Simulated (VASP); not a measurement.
Input of a VASP 6.6.1 run:

The input INCAR:

```
ALGO = Normal ; EDIFF = 1E-7
EDIFFG = -0.01 ; ENCUT = 600
GGA = PE ; IBRION = 2
ISIF = 3 ; ISMEAR = 0
LASPH = True ; LCHARG = False
LREAL = False ; LWAVE = False
NELM = 100 ; NSW = 100
PREC = Accurate ; SIGMA = 0.1
```

Contents of KPOINTS:

```
k-points
0
Gamma
  16 16 16
```

POSCAR

```
SiCl
1.0
    3.4021957400      0.0000000000      0.0000000000
    0.0000000000      3.4021957400      0.0000000000
    0.0000000000      0.0000000000      3.4021957400
Si Cl
1 1
Direct
    0.0000000000      0.0000000000      0.0000000000
    0.5000000000      0.5000000000      0.5000000000
```

Potentials or basis: VASP PAW PBE potentials, release 64 (Si, Cl).

Launch:

```bash
$ cat potpaw_PBE.64/Si/POTCAR potpaw_PBE.64/Cl/POTCAR > POTCAR
$ mpirun -np 1 vasp_std > vasp.out
```

Task: Estimate the relaxed volume.

Result: 19.47 Å³/atom.

Task: What does it give for the relaxed cell?

Result: a = 3.389 Å, b = 3.389 Å, c = 3.389 Å, α = 90.00°, β = 90.00°, γ = 90.00°.

Task: What does it give for the space group after relaxing (to 0.1 Å)?

Result: Pm-3m (No. 221).

Final structure:
```yaml
crystal:
  lattice:
    - [3.38940, 0.00000, 0.00000]
    - [0.00000, 3.38940, 0.00000]
    - [0.00000, 0.00000, 3.38940]
  atoms:
    - { symbol: Si, position: [0.00000, 0.00000, 0.00000] }
    - { symbol: Cl, position: [0.50000, 0.50000, 0.50000] }
```

Caveat: an odd number of electrons without spin polarisation forces a metal; a magnetic or distorted state may lie lower.
